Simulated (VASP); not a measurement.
**Tl: single point with revPBE**

Tl:

```
Tl
1.0
    -1.91477    1.91477    1.91477
     1.91477   -1.91477    1.91477
     1.91477    1.91477   -1.91477
Tl
1
Direct
  0.00000 0.00000 0.00000
```

This isn't the form of Tl at room conditions, which is hcp.

```yaml
Program: VASP 6.6.1
Task: single point
Functional: revPBE
Potentials_or_basis: VASP PAW PBE potentials, release 64 (Tl_d)
Cutoff: 520 eV
k_mesh: 13 × 13 × 13
Occupations: fermi-dirac, width 0.05 eV
Spin: no spin polarisation
```

The pressure is 5.4 GPa and the band gap on the k mesh is zero (an odd number of electrons rules out a gap without spin polarisation).

Levels at points of the mesh, in eV from the Fermi level:
| k point | band 3 | band 4 | band 5 | band 6 | band 7 | band 8 | band 9 | band 10 |
| --- | --- | --- | --- | --- | --- | --- | --- | --- |
| (0.00, 0.00, 0.00) | -11.74 | -11.29 | -11.29 | -10.15 | 11.08 | 11.08 | 11.08 | 12.39 |

Run time: 23 s on 1 thread of Intel(R) Xeon(R) Platinum 8259CL CPU @ 2.50GHz (Skylake/Cascade Lake), on a shared host, peak memory 0.17 GiB.

Caveat: the cell stands under pressure; the PAW data sets were made with another functional, which shifts forces and pressure a little; spin-orbit coupling is left out, which moves the levels of the heavy elements.
